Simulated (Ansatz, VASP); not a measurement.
**Co: VASP beside Ansatz**

```
Co
1.0
     2.50307    0.00000    0.00000
    -1.25154    2.16772    0.00000
     0.00000    0.00000    8.19467
Co
4
Direct
  0.66667 0.33333 0.75000
  0.00000 0.00000 0.50000
  0.33333 0.66667 0.25000
  0.00000 0.00000 0.00000
```

Alike in both runs: task single point; functional b88 exchange, pbe correlation; k mesh 12 × 12 × 4; occupations fermi-dirac, width 0.05 eV; collinear spin.

|  | VASP | Ansatz |
| --- | --- | --- |
| version | VASP 6.6.1 | Ansatz 0.2.0 |
| potentials or method | VASP PAW PBE potentials, release 64 (Co) | Ansatz PAW |
| plane-wave cutoff (eV) | 600 | 420 |
| valence electrons in the cell | 36 | 68 |

```csv
,VASP,Ansatz,Ansatz less VASP
gap on the k mesh at the Fermi level (eV),none,none,-
pressure (GPa),-4.8,-4.0,+0.81
"traceless stress, the component that is largest in VASP (GPa)",-2.21,-2.23,-0.022
net moment per atom (μB),1.67,1.68,+0.010
size of the moment on the site where the two differ most (μB),1.70,1.76,+0.059
```

VASP's potentials were made for PBE, not for b88 exchange, pbe correlation. Site moments also hang on the region over which each program counts them. A gap of «none» marks a metal or a gap that the smearing closes. The functional is the same, so the differences come from potentials, cutoffs and numerics. VASP's potentials hold 36 valence electrons a cell and Ansatz's 68, so a difference there can come from the potentials and not from the codes.
